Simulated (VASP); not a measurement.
# BaMg2Re2 (P4/nmm) in VASP: settings compared, part 2 of 2

VASP 6.6.1. The steps go on from the part before.

**4. Single point, r2SCAN+U**

File POSCAR:

```
BaMg2Re2
1.0
    4.5531280000      0.0000000000      0.0000000000
    0.0000000000      4.5531280000      0.0000000000
    0.0000000000      0.0000000000     11.0276760000
Re Mg Ba
4 4 2
Direct
    0.0000000000      0.5000000000      0.8670000000
    0.5000000000      0.0000000000      0.1330000000
    0.0000000000      0.0000000000      0.5000000000
    0.5000000000      0.5000000000      0.5000000000
    0.0000000000      0.0000000000      0.0000000000
    0.5000000000      0.5000000000      0.0000000000
    0.0000000000      0.5000000000      0.6310000000
    0.5000000000      0.0000000000      0.3690000000
    0.0000000000      0.5000000000      0.2530000000
    0.5000000000      0.0000000000      0.7470000000
```

File INCAR.step1:

```
SYSTEM = BaMg2Re2
PREC = Accurate
ENCUT = 520
ISMEAR = -1
SIGMA = 0.1
LREAL = .FALSE.
LASPH = .TRUE.
NELM = 150
LMAXMIX = 4
LDAU = .TRUE.
LDAUTYPE = 2
LDAUL = 2 -1 -1
LDAUU = 2 0 0
LDAUJ = 0 0 0
NBANDS = 39
GGA = PE
ALGO = Normal
EDIFF = 1E-4
LWAVE = .TRUE.
LCHARG = .FALSE.
```

File INCAR.step2:

```
SYSTEM = BaMg2Re2
PREC = Accurate
ENCUT = 520
EDIFF = 1E-7
ISMEAR = -1
SIGMA = 0.1
LREAL = .FALSE.
LASPH = .TRUE.
NELM = 150
ALGO = Normal
ISIF = 2
LWAVE = .FALSE.
LCHARG = .FALSE.
LMAXMIX = 4
LDAU = .TRUE.
LDAUTYPE = 2
LDAUL = 2 -1 -1
LDAUU = 2 0 0
LDAUJ = 0 0 0
LDAUPRINT = 1
METAGGA = R2SCAN
LMIXTAU = .TRUE.
NBANDS = 39
ISTART = 1
```

File KPOINTS:

```
regular mesh
0
G
  4 4 2
  0 0 0
```

Potentials or basis: VASP PAW PBE potentials, release 64 (Re, Mg, Ba_sv).

The run is started by

```sh
$ cat potpaw_PBE.64/Re/POTCAR potpaw_PBE.64/Mg/POTCAR potpaw_PBE.64/Ba_sv/POTCAR > POTCAR
$ cp INCAR.step1 INCAR
$ mpirun -np 1 vasp_std > vasp.out
$ cp INCAR.step2 INCAR
$ mpirun -np 1 vasp_std > vasp.out
```

OUTCAR:

```text
SYSTEM = BaMg2Re2
   PREC = Accurate
   ENCUT = 520
   EDIFF = 1E-7
   ISMEAR = -1
   LREAL = .FALSE.
   LASPH = .TRUE.
   NELM = 150
   ISIF = 2
   METAGGA = R2SCAN
   ISTART = 1

 ion  position               nearest neighbor table
   1  0.000  0.500  0.867-   7 2.60   6 2.71   5 2.71   5 2.71   6 2.71  10 3.48  10 3.48  10 3.48
                            10 3.48
   2  0.500  0.000  0.133-   8 2.60   6 2.71   5 2.71   6 2.71   5 2.71   9 3.48   9 3.48   9 3.48
                             9 3.48
   3  0.000  0.000  0.500-   7 2.70   8 2.70   7 2.70   8 2.70   4 3.22   4 3.22   4 3.22   4 3.22
                             9 3.55  10 3.55  10 3.55   9 3.55
[... 860 lines left out ...]

 VOLUME and BASIS-vectors are now :
 -----------------------------------------------------------------------------
  energy-cutoff  :      520.00
  volume of cell :      228.61
      direct lattice vectors                 reciprocal lattice vectors
     4.553128000  0.000000000  0.000000000     0.219629231  0.000000000  0.000000000
     0.000000000  4.553128000  0.000000000     0.000000000  0.219629231  0.000000000
     0.000000000  0.000000000 11.027676000     0.000000000  0.000000000  0.090680938

 POSITION                                       TOTAL-FORCE (eV/Angst)
 -----------------------------------------------------------------------------------
      0.00000      2.27656      9.56100         0.000000      0.000000      0.236889
      2.27656      0.00000      1.46668        -0.000000      0.000000     -0.236889
      0.00000      0.00000      5.51384        -0.000000      0.000000      0.000000
      2.27656      2.27656      5.51384        -0.000000     -0.000000      0.000000
      0.00000      0.00000      0.00000        -0.000000     -0.000000      0.000000
      2.27656      2.27656      0.00000         0.000000      0.000000      0.000000
      0.00000      2.27656      6.95846         0.000000      0.000000     -0.026091
      2.27656      0.00000      4.06921        -0.000000     -0.000000      0.026091
      0.00000      2.27656      2.79000        -0.000000     -0.000000     -0.299809
      2.27656      0.00000      8.23767        -0.000000      0.000000      0.299809
 -----------------------------------------------------------------------------------
    total drift:                                0.000000     -0.000000      0.000000

  FREE ENERGIE OF THE ION-ELECTRON SYSTEM (eV)
  ---------------------------------------------------
  free  energy   TOTEN  =      -256.1051289932 eV

  energy  without entropy=     -255.6090216353  energy(sigma->0) =     -255.85707531
```

OUTCAR.step1:

```text
SYSTEM = BaMg2Re2
   PREC = Accurate
   ENCUT = 520
   ISMEAR = -1
   LREAL = .FALSE.
   LASPH = .TRUE.
[... 758 lines left out ...]
      2.27656      0.00000      4.06921        -0.000000      0.000000     -0.019511
      0.00000      2.27656      2.79000        -0.000000      0.000000     -0.262465
      2.27656      0.00000      8.23767         0.000000     -0.000000      0.262465
 -----------------------------------------------------------------------------------
    total drift:                                0.000000     -0.000000      0.000000

  FREE ENERGIE OF THE ION-ELECTRON SYSTEM (eV)
  ---------------------------------------------------
  free  energy   TOTEN  =       -37.0681806654 eV

  energy  without entropy=      -36.4994688443  energy(sigma->0) =      -36.78382475
```

Run time: 34 min. Hardware: 1 thread of Intel Xeon 6975P-C (Granite Rapids), shared host; peak memory 0.44 GiB.

What came out:

- Free energy: -256.1051 eV
- Pressure: 1.3 GPa
- Largest force: 0.300 eV/Å
- Band gap on the k mesh: zero (bands 28 and 29 overlap by 0.42 eV)

Forces in eV/Å, atoms in the order of the input:
```
Re   0.000  0.000  0.237
Re   0.000  0.000 -0.237
Re   0.000  0.000  0.000
Re   0.000  0.000  0.000
Mg   0.000  0.000  0.000
Mg   0.000  0.000  0.000
Mg   0.000  0.000 -0.026
Mg   0.000  0.000  0.026
Ba   0.000  0.000 -0.300
Ba   0.000  0.000  0.300
```

Stress tensor (GPa, compression positive):
```
-2.29  0.00  0.00
 0.00 -2.29  0.00
 0.00  0.00  8.55
```

Levels at points of the mesh, in eV from the Fermi level:
```tsv
k point	band 24	band 25	band 26	band 27	band 28	band 29	band 30	band 31	band 32	band 33
(0.00, 0.00, 0.00)	-0.67	-0.55	0.19	0.19	0.25	0.25	0.46	0.57	1.53	1.64
(0.50, 0.00, 0.00)	-0.88	-0.40	-0.40	-0.21	-0.21	-0.06	-0.06	-0.06	-0.06	0.15
(0.50, 0.50, 0.00)	-0.37	-0.20	-0.20	0.13	0.13	0.43	0.43	0.59	0.59	0.66
(0.00, 0.00, 0.50)	-0.69	-0.54	-0.45	-0.02	-0.02	0.44	0.44	1.53	1.58	1.58
(0.50, 0.00, 0.50)	-0.68	-0.55	-0.55	-0.28	-0.28	-0.18	-0.18	0.04	0.04	0.30
(0.50, 0.50, 0.50)	-0.24	-0.12	-0.12	0.22	0.22	0.42	0.42	0.59	0.59	0.68
```

Eigenvalues of the final occupation matrices:
```csv
site,spin,trace,eigenvalues
site 1 d,1,2.59,0.37 0.42 0.42 0.68 0.70
site 1 d,2,2.59,0.37 0.42 0.42 0.68 0.70
site 2 d,1,2.59,0.37 0.42 0.42 0.68 0.70
site 2 d,2,2.59,0.37 0.42 0.42 0.68 0.70
site 3 d,1,2.36,0.35 0.47 0.51 0.51 0.52
site 3 d,2,2.36,0.35 0.47 0.51 0.51 0.52
site 4 d,1,2.36,0.35 0.47 0.51 0.51 0.52
site 4 d,2,2.36,0.35 0.47 0.51 0.51 0.52
```

Caveat: the stress differs along the axes, from -2 to 9 GPa; the PAW data sets were made with another functional, which shifts forces and pressure a little; spin-orbit coupling is left out, which moves the levels of the heavy elements; U without spin polarisation on a metal has little footing; the U is typed as a test and isn't derived for this compound.

**5. Summary**

```tsv
level	U	smearing	gap on the mesh (eV)	pressure (GPa)	largest force (eV/Å)
r2SCAN	-	fermi-dirac 0.1 eV	none	1.0	0.57
r2SCAN	-	methfessel-paxton 0.025 eV	none	0.9	0.66
r2SCAN+U	Re d U = 2.0 eV	fermi-dirac 0.1 eV	none	1.3	0.30
```

Alike in all rows: task single point; potentials or basis VASP PAW PBE potentials, release 64 (Re, Mg, Ba_sv); no spin polarisation; cell as given; k mesh 4 × 4 × 2; cutoff (eV) 520.

The pressure there spans 0.9 GPa (r2SCAN) to 1.3 GPa (r2SCAN+U); a positive pressure means that this level wants a larger cell, a negative one a smaller.

Caveats: the PAW data sets were made with another functional, which shifts forces and pressure a little; spin-orbit coupling is left out, which moves the levels of the heavy elements; the stress differs along the axes, from -2 to 8 GPa (at least some runs); the stress differs along the axes, from -2 to 7 GPa (at least some runs); the stress differs along the axes, from -2 to 9 GPa (at least some runs); U without spin polarisation on a metal has little footing (at least some runs); the U is typed as a test and isn't derived for this compound (at least some runs).

Absolute energies hang on the potentials; compare differences alone.
